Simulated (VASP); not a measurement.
# BaVO4 (I4_1/amd) in VASP: further runs, part 2 of 2

VASP 6.6.1.

## 3. Relaxation of cell and atoms, PBEsol, target pressure 5 GPa, at which the enthalpy is minimised

This run uses another cell than the first one, of 16.10 Å³/atom.

Contents of INCAR:

```
ALGO = Normal
EDIFF = 1E-6
EDIFFG = -0.01
ENCUT = 600
GGA = PS
IBRION = 2
ISIF = 3
ISMEAR = -1
LASPH = T
LCHARG = F
LREAL = F
LWAVE = F
NELM = 100
NSW = 100
PREC = Accurate
PSTRESS = 50.0
SIGMA = 0.1
```

Contents of KPOINTS:

```
k-points
0
Gamma
  5 5 5
```

Contents of POSCAR:

```
BaVO4
1.0
   -3.8030027500      3.8030027500      3.3388566300
    3.8030027500     -3.8030027500      3.3388566300
    3.8030027500      3.8030027500     -3.3388566300
Ba V O
2 2 8
Direct
    0.8750000000      0.1250000000      0.7500000000
    0.1250000000      0.8750000000      0.2500000000
    0.6250000000      0.3750000000      0.2500000000
    0.3750000000      0.6250000000      0.7500000000
    0.6346000000      0.2067000000      0.4279000000
    0.2067000000      0.2788000000      0.5721000000
    0.2788000000      0.2067000000      0.0721000000
    0.2067000000      0.6346000000      0.9279000000
    0.3654000000      0.7933000000      0.5721000000
    0.7933000000      0.3654000000      0.0721000000
    0.7212000000      0.7933000000      0.9279000000
    0.7933000000      0.7212000000      0.4279000000
```

Potentials or basis: VASP PAW PBE potentials, release 64 (Ba_sv, V_sv, O).

The run is started by

```console
$ cat potpaw_PBE.64/Ba_sv/POTCAR potpaw_PBE.64/V_sv/POTCAR potpaw_PBE.64/O/POTCAR > POTCAR
$ mpirun -np 1 vasp_std > vasp.out
```

OUTCAR:

```text
EDIFF = 1E-6
   EDIFFG = -0.01
   ENCUT = 600
   GGA = PS
   IBRION = 2
   ISIF = 3
   ISMEAR = -1
   LASPH = T
   LREAL = F
   NELM = 100
   NSW = 100
   PREC = Accurate
   PSTRESS = 50.0

 ion  position               nearest neighbor table
   1  0.875  0.125  0.750-   5 2.51   7 2.51  10 2.51  12 2.51   6 2.60  11 2.60   8 2.60   9 2.60
                             4 3.34   4 3.34   2 4.15   2 4.15   2 4.15   2 4.15
   2  0.125  0.875  0.250-   6 2.51   8 2.51   9 2.51  11 2.51   7 2.60   5 2.60  12 2.60  10 2.60
                             3 3.34   3 3.34   1 4.15   1 4.15   1 4.15   1 4.15
   3  0.625  0.375  0.250-   5 1.76   7 1.76  10 1.76  12 1.76   2 3.34   2 3.34
   4  0.375  0.625  0.750-   6 1.76   8 1.76   9 1.76  11 1.76   1 3.34   1 3.34
   5  0.635  0.207  0.428-   3 1.76   1 2.51   2 2.60
   6  0.207  0.279  0.572-   4 1.76   2 2.51   1 2.60
   7  0.279  0.207  0.072-   3 1.76   1 2.51   2 2.60
   8  0.207  0.635  0.928-   4 1.76   2 2.51   1 2.60
   9  0.365  0.793  0.572-   4 1.76   2 2.51   1 2.60
  10  0.793  0.365  0.072-   3 1.76   1 2.51   2 2.60
[... 212 lines left out ...]
  in kB       23.4833682     23.4833682     36.3381372      0.0000000      0.0000000      0.0000000
  external PRESSURE =     -22.2317088 kB  Pullay stress =      50.0000000 kB
[... 2265 lines left out ...]
  energy  without entropy=      -92.1679221613  energy(sigma->0) =      -92.33274898

  enthalpy is  TOTEN    =       -86.5574060405 eV   P V=        5.9401697590

[... ionic steps 4 to 10 ...]

--------------------------------------- Ionic step       11  -------------------------------------------

 number of electron      94.0000003 magnetization

------------------------ aborting loop because EDIFF is reached ----------------------------------------
[... 91 lines left out ...]
--------------------------------------- Ionic step       13  -------------------------------------------

 number of electron      94.0000007 magnetization

 Free energy of the ion-electron system (eV)
  ---------------------------------------------------
  ext. energy  EPLUGINS =         0.00000000
  ---------------------------------------------------
  free energy    TOTEN  =       -93.13857221 eV

  energy without entropy =      -92.76422151  energy(sigma->0) =      -92.95139686

 E-fermi :  -0.4058     XC(G=0):  -9.3599

 val. band max:       -0.4122240460   @ k =   0.2000   0.0000   0.0000
 cond. band min:      -0.4021555782   @ k =  -0.2000   0.4000   0.2000
 fundamental gap:      0.0100684678
 Fermi energy:        -0.4058165593
[... 1103 lines left out ...]
  energy  without entropy=      -92.7642215078  energy(sigma->0) =      -92.95139686

  enthalpy is  TOTEN    =       -86.8365384447 eV   P V=        6.3020337657

 reached required accuracy - stopping structural energy minimisation
```

CONTCAR:

```text
BaVO4
   1.00000000000000
    -3.8339527475874324    3.8339527475874324    3.4345338453525391
     3.8339527475874324   -3.8339527475874324    3.4345338453525391
     3.8339527475874324    3.8339527475874324   -3.4345338453525391
  Ba              V               O
     2     2     8
Direct
     0.8750000000000000    0.1250000000000000    0.7500000000000000
     0.1250000000000000    0.8750000000000000    0.2500000000000000
     0.6250000000000000    0.3750000000000000    0.2500000000000000
     0.3750000000000000    0.6250000000000000    0.7500000000000000
     0.6451822355609477    0.2211450929338107    0.4240371426271370
     0.2211450929338107    0.2971079503066738    0.5759628573728631
     0.2971079503066738    0.2211450929338107    0.0759628573728630
     0.2211450929338107    0.6451822355609477    0.9240371426271369
     0.3548177644390523    0.7788549070661893    0.5759628573728631
     0.7788549070661893    0.3548177644390524    0.0759628573728630
     0.7028920496933264    0.7788549070661893    0.9240371426271369
     0.7788549070661893    0.7028920496933264    0.4240371426271370

  0.00000000E+00  0.00000000E+00  0.00000000E+00
  0.00000000E+00  0.00000000E+00  0.00000000E+00
  0.00000000E+00  0.00000000E+00  0.00000000E+00
  0.00000000E+00  0.00000000E+00  0.00000000E+00
  0.00000000E+00  0.00000000E+00  0.00000000E+00
  0.00000000E+00  0.00000000E+00  0.00000000E+00
  0.00000000E+00  0.00000000E+00  0.00000000E+00
  0.00000000E+00  0.00000000E+00  0.00000000E+00
  0.00000000E+00  0.00000000E+00  0.00000000E+00
  0.00000000E+00  0.00000000E+00  0.00000000E+00
  0.00000000E+00  0.00000000E+00  0.00000000E+00
  0.00000000E+00  0.00000000E+00  0.00000000E+00
```

Wall time 49 min (1 thread of Intel Xeon Platinum 8259CL at 2.50GHz (Skylake/Cascade Lake), shared host); peak memory 0.56 GiB.

What came out:

* Free energy: -93.1386 eV
* Relaxed volume: 16.83 Å³/atom
* Relaxed cell: a = 6.418 Å, b = 6.418 Å, c = 6.418 Å, α = 106.64°, β = 106.64°, γ = 115.30°
* Space group after relaxing (to 0.1 Å): I4_1/amd (No. 141)
* Energy change on relaxing (the run minimises the enthalpy): -91.7 meV/atom
* Ionic steps: 13
* Pressure after relaxing: 5.0 GPa
* Largest force after relaxing: 0.005 eV/Å
* Band gap on the k mesh: zero (bands 47 and 48 overlap by 0.30 eV)

Forces on the atoms (eV/Å):
```
Ba   0.000  0.000  0.000
Ba   0.000  0.000  0.000
V    0.000  0.000  0.000
V    0.000  0.000  0.000
O    0.000  0.005 -0.001
O   -0.005  0.000 -0.001
O    0.000 -0.005 -0.001
O    0.005  0.000 -0.001
O    0.000 -0.005  0.001
O   -0.005  0.000  0.001
O    0.000  0.005  0.001
O    0.005  0.000  0.001
```

Step by step:
```csv
step,energy change (eV),largest force (eV/Å),pressure (GPa),volume (Å³)
1,0.0000,2.4009,2.78,193.16
2,0.6545,3.6425,22.43,186.98
3,-0.4597,0.3552,10.06,190.34
4,-1.0574,0.2287,5.21,201.59
5,-1.0827,0.2295,4.89,202.38
6,-1.0751,0.2286,4.98,202.13
7,-1.0907,0.1692,4.63,202.18
8,-1.0989,0.2584,4.19,202.24
9,-1.0898,0.1658,4.65,201.74
10,-1.0722,0.0402,5.26,201.08
11,-1.0779,0.0319,5.21,201.25
12,-1.0944,0.0072,5.05,201.74
13,-1.1007,0.0050,5.00,201.94
```

Final structure:
```
CELL_PARAMETERS angstrom
-3.83395 3.83395 3.43453
3.83395 -3.83395 3.43453
3.83395 3.83395 -3.43453
ATOMIC_POSITIONS crystal
Ba 0.87500 0.12500 0.75000
Ba 0.12500 0.87500 0.25000
V 0.62500 0.37500 0.25000
V 0.37500 0.62500 0.75000
O 0.64518 0.22115 0.42404
O 0.22115 0.29711 0.57596
O 0.29711 0.22115 0.07596
O 0.22115 0.64518 0.92404
O 0.35482 0.77885 0.57596
O 0.77885 0.35482 0.07596
O 0.70289 0.77885 0.92404
O 0.77885 0.70289 0.42404
```

Caveat: the cell is relaxed towards a set pressure, so the run minimises the enthalpy, not the energy; the PAW data sets were made with another functional, which shifts forces and pressure a little; spin-orbit coupling is left out, which moves the levels of the heavy elements; the run has no spin polarisation, though such a crystal can be magnetic; semilocal functionals often make such compounds metallic where correlation or magnetic order opens a gap, which also shifts bond lengths.

## 4. Single point, PBEsol

This run uses another cell than the first one, of 16.10 Å³/atom.

Contents of INCAR:

```
SYSTEM = BaVO4
PREC = Accurate
ENCUT = 910
EDIFF = 1E-6
ISMEAR = -1
SIGMA = 0.1
LREAL = .False.
LASPH = .True.
NELM = 120
ALGO = Normal
ISIF = 2
LWAVE = .False.
LCHARG = .False.
GGA = PS
NBANDS = 59
GGA_COMPAT = .False.
```

Contents of KPOINTS:

```
Automatic mesh
0
Gamma
  7 7 7
  0 0 0
```

POSCAR is that of step 3.

Potentials or basis: VASP PAW PBE potentials, release 64 (Ba_sv, V_sv, O_h).

The run is started by

```console
$ cat potpaw_PBE.64/Ba_sv/POTCAR potpaw_PBE.64/V_sv/POTCAR potpaw_PBE.64/O_h/POTCAR > POTCAR
$ mpirun -np 1 vasp_std > vasp.out
```

Wall time 30 min (1 thread of AMD EPYC 7R13 (Zen 3), shared host); peak memory 1.1 GiB.

The run converged. Its results:

```
Free energy            : -92.1271 eV
Pressure               : 2.5 GPa
Largest force          : 2.448 eV/Å
Band gap on the k mesh : zero (bands 47 and 48 overlap by 0.39 eV)
```

Forces on the atoms (eV/Å):
```
Ba   0.000  0.000  0.000
Ba   0.000  0.000  0.000
V    0.000  0.000  0.000
V    0.000  0.000  0.000
O    0.000 -1.757  1.706
O    1.757  0.000  1.706
O    0.000  1.757  1.706
O   -1.757  0.000  1.706
O    0.000  1.757 -1.706
O    1.757  0.000 -1.706
O    0.000 -1.757 -1.706
O   -1.757  0.000 -1.706
```

Stress tensor (GPa, compression positive):
```
2.11 0.00 0.00
0.00 2.11 0.00
0.00 0.00 3.28
```

Levels at points of the mesh, in eV from the Fermi level:
| k point | band 43 | band 44 | band 45 | band 46 | band 47 | band 48 | band 49 | band 50 | band 51 | band 52 |
| --- | --- | --- | --- | --- | --- | --- | --- | --- | --- | --- |
| (0.00, 0.00, 0.00) | -0.33 | -0.22 | -0.22 | -0.01 | 0.00 | 0.00 | 3.18 | 3.76 | 3.80 | 3.82 |

Caveat: the cutoff is under 1.25 times the usual one of these potentials, so pressure, stress and relaxed cells hold a basis-set (Pulay) error; the PAW data sets were made with another functional, which shifts forces and pressure a little; spin-orbit coupling is left out, which moves the levels of the heavy elements; the run has no spin polarisation, though such a crystal can be magnetic; semilocal functionals often make such compounds metallic where correlation or magnetic order opens a gap, which also shifts bond lengths.

## 5. Summary

| task | potentials or basis | cell | k mesh | cutoff (eV) | gap on the mesh (eV) | pressure (GPa) | largest force (eV/Å) |
| --- | --- | --- | --- | --- | --- | --- | --- |
| single point | VASP PAW PBE potentials, release 64 (Ba_sv, V_sv, O) | a = 6.383 Å, angles 106.7, 106.7, 115.2°, 12 atoms, atomic positions A | 5 × 5 × 5 | 520 | none | 6.5 | 0.05 |
| relaxation of cell and atoms | VASP PAW PBE potentials, release 64 (Ba_sv, V_sv, O) | relaxed to 5 GPa from a = 6.330 Å, angles 106.2, 106.2, 116.3°, 12 atoms, atomic positions B | 5 × 5 × 5 | 600 | none | 5.0 | - |
| single point | VASP PAW PBE potentials, release 64 (Ba_sv, V_sv, O_h) | a = 6.330 Å, angles 106.2, 106.2, 116.3°, 12 atoms, atomic positions B | 7 × 7 × 7 | 910 | none | 2.5 | 2.45 |

Alike in all rows: level PBEsol; no spin polarisation; smearing fermi-dirac 0.1 eV.

Caveats: the PAW data sets were made with another functional, which shifts forces and pressure a little; spin-orbit coupling is left out, which moves the levels of the heavy elements; the run has no spin polarisation, though such a crystal can be magnetic; semilocal functionals often make such compounds metallic where correlation or magnetic order opens a gap, which also shifts bond lengths; the cell stands under pressure (at least some runs); the cell is relaxed towards a set pressure, so the run minimises the enthalpy, not the energy (at least some runs); the cutoff is under 1.25 times the usual one of these potentials, so pressure, stress and relaxed cells hold a basis-set (Pulay) error (at least some runs).

Total energies depend on the potentials used, so only differences within one code and one set of settings carry meaning.
